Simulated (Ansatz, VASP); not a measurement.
## One calculation of SnO2, two programs

Contents of POSCAR:

```
SnO2
1.0
    4.5821571838      0.0000000000      0.0000000000
    0.0000000000      4.5821571838      0.0000000000
    0.0000000000      0.0000000000      3.0242237413
Sn O
2 4
Direct
    0.0000000000      0.0000000000      0.0000000000
    0.5000000000      0.5000000000      0.5000000000
    0.3050000000      0.3050000000      0.0000000000
    0.6950000000      0.6950000000      0.0000000000
    0.8050000000      0.1950000000      0.5000000000
    0.1950000000      0.8050000000      0.5000000000
```

Contents of INCAR.step1:

```
ALGO = Normal
EDIFF = 1E-4
ENCUT = 600
GGA = PE
ISMEAR = -1
LASPH = T
LCHARG = F
LREAL = F
LWAVE = T
NELM = 60
PREC = Accurate
SIGMA = 0.05
```

File INCAR.step2:

```
ALGO = Normal
EDIFF = 1E-6
EDIFFG = -0.005
ENCUT = 600
IBRION = 2
ISIF = 3
ISMEAR = -1
ISTART = 1
LASPH = T
LCHARG = F
LMIXTAU = T
LREAL = F
LWAVE = F
METAGGA = R2SCAN
NELM = 60
NSW = 60
PREC = Accurate
SIGMA = 0.05
```

KPOINTS

```
k-points
0
Gamma
  7 7 10
```

Input for Ansatz:

```yaml
crystal:
  lattice:
    - [4.5821571838, 0.0, 0.0]
    - [0.0, 4.5821571838, 0.0]
    - [0.0, 0.0, 3.0242237413]
  atoms:
    - { symbol: Sn, position: [0.0, 0.0, 0.0] }
    - { symbol: Sn, position: [0.5, 0.5, 0.5] }
    - { symbol: O, position: [0.305, 0.305, 0.0] }
    - { symbol: O, position: [0.695, 0.695, 0.0] }
    - { symbol: O, position: [0.805, 0.195, 0.5] }
    - { symbol: O, position: [0.195, 0.805, 0.5] }
kpoints:
  mp_grid: { grid: [7, 7, 10] }
scf:
  occupations: { method: fermi_dirac, width: 0.05 }
hamiltonian:
  xc: r2scan
  pseudopotentials: { kind: paw }
output:
  forces: true
  stress: true
relax:
  f_tol: 0.005
  max_steps: 40
  cell: {}
```

Alike in both runs: task relaxation of cell and atoms; functional r2SCAN; k mesh 7 × 7 × 10; occupations fermi-dirac, width 0.05 eV; no spin polarisation.

```csv
,VASP,Ansatz
version,VASP 6.6.1,Ansatz 0.2.0
potentials or method,"VASP PAW PBE potentials, release 64 (Sn_d, O)","PAW with Ansatz's default frozen-core files, scalar-relativistic"
plane-wave cutoff (eV),600,500
valence electrons in the cell,52,52
```

|  | VASP | Ansatz | Ansatz less VASP |
| --- | --- | --- | --- |
| relaxed volume (Å³/atom) | 12.14 | 12.09 | -0.056 |
| relaxed length of the cell vector where the two differ most in proportion (Å) | 3.208 | 3.201 | -0.0073 |

VASP's potentials were made for PBE, not for r2SCAN.
